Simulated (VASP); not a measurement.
Ga4SbAs3, 8 atoms in the cell. The structure is cubic, space group P-43m (No. 215). Conventional cell: a = 5.770 Å, b = 5.770 Å, c = 5.770 Å, α = 90.00°, β = 90.00°, γ = 90.00°. Ga (site symmetry 3m) has 1 Sb at 2.50 Å and 3 As at 2.50 Å within 3.3 Å. Within 3.3 Å of Sb (site symmetry -43m) lie 4 Ga at 2.50 Å. Within 3.3 Å of As (site symmetry -42m) lie 4 Ga at 2.50 Å. 

* Program: VASP 6.6.1
* Task: single point
* Functional: PBEsol
* Potentials or basis: VASP PAW PBE potentials, release 64 (Ga_d, Sb, As)
* Cutoff: 520 eV
* k mesh: 4 × 4 × 4
* Occupations: gaussian, width 0.1 eV
* Spin: no spin polarisation
* Dipole correction: no
* Further INCAR settings: ALGO = Normal; EDIFF = 1e-06; NBANDS = 46

Potentials or basis: VASP PAW PBE potentials, release 64 (Ga_d, Sb, As).

Run with:

```bash
$ cat potpaw_PBE.64/Ga_d/POTCAR potpaw_PBE.64/Sb/POTCAR potpaw_PBE.64/As/POTCAR > POTCAR
$ mpirun -np 1 vasp_std > vasp.out
```

Hardware: 1 thread of Intel(R) Xeon(R) 6975P-C (Granite Rapids), with other jobs on the host.

Problem. How long does it take, and how much memory?

Solution. Run time: 78 s on 1 thread of Intel(R) Xeon(R) 6975P-C (Granite Rapids), with other jobs on the host, peak memory 0.37 GiB. Counts: scf iterations 13, k points 10.
